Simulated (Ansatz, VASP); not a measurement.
**CaHfO in VASP and in Ansatz**

The input INCAR:

```
SYSTEM = CaHfO
PREC = Accurate
ENCUT = 600
EDIFF = 1E-6
ISMEAR = 0
SIGMA = 0.1
LREAL = .False.
LASPH = .True.
NELM = 60
ALGO = Fast
ISIF = 3
LWAVE = .False.
LCHARG = .False.
GGA = PE
IBRION = 2
NSW = 100
EDIFFG = -0.01
```

The input KPOINTS:

```
regular mesh
0
Gamma
  12 12 8
  0 0 0
```

POSCAR

```
CaHfO
1.0
    3.6018915604      0.0000000000      0.0000000000
   -1.8009457802      3.1193295930      0.0000000000
    0.0000000000      0.0000000000      6.2246334168
Ca Hf O
1 1 1
Direct
    0.0000000000      0.0000000000      0.5000000000
    0.6666666667      0.3333333333      0.0000000000
    0.3333333333      0.6666666667      0.5000000000
```

Input for Ansatz:

```yaml
crystal:
  lattice:
    - [3.6018915604, 0.0, 0.0]
    - [-1.8009457802, 3.119329593, 0.0]
    - [0.0, 0.0, 6.2246334168]
  atoms:
    - { symbol: Ca, position: [0.0, 0.0, 0.5] }
    - { symbol: Hf, position: [0.6666666667, 0.3333333333, 0.0] }
    - { symbol: O, position: [0.3333333333, 0.6666666667, 0.5] }
basis:
  ecutwfc: 420
kpoints:
  mp_grid: { grid: [12, 12, 8] }
hamiltonian:
  xc: pbe
scf:
  occupations: { method: gaussian, width: 0.1 }
output:
  forces: true
  stress: true
  eigenvalues: true
  write_density: true
  write_potential: true
  elf: true
  volumetric_format: npy
relax:
  adjacent_minimum: "off"
  f_tol: 0.01
  max_steps: 80
  cell: { stress_tol: 0.05 }
```

Change from the starting cell: species swapped into the GdAlGa type (P-6m2, No. 187).

Alike in both runs: task relaxation of cell and atoms; functional PBE; k mesh 12 × 12 × 8; occupations gaussian, width 0.1 eV; no spin polarisation.

|  | VASP | Ansatz |
| --- | --- | --- |
| version | VASP 6.6.1 | Ansatz 0.2.0 |
| potentials or method | VASP PAW PBE potentials, release 64 (Ca_sv, Hf_pv, O), cutoff 600 eV | scalar-relativistic, plane waves, PAW |
| valence electrons in the cell | 26 | 42 |

Ansatz gave:

* gap on the k mesh at the Fermi level, each at its own relaxed structure (eV): none
* relaxed volume (Å³/atom): 23.73
* relaxed length of the cell vector where the two differ most in proportion (Å): 6.374

Problem. Which values does VASP return?

Solution. gap on the k mesh at the Fermi level, each at its own relaxed structure (eV): none; relaxed volume (Å³/atom): 23.68; relaxed length of the cell vector where the two differ most in proportion (Å): 6.337.

A gap of «none» marks a metal or a gap that the smearing closes. VASP's potentials hold 26 valence electrons a cell and Ansatz's 42, so a difference there can come from the potentials and not from the codes.

Neither program's run includes spin-orbit coupling.
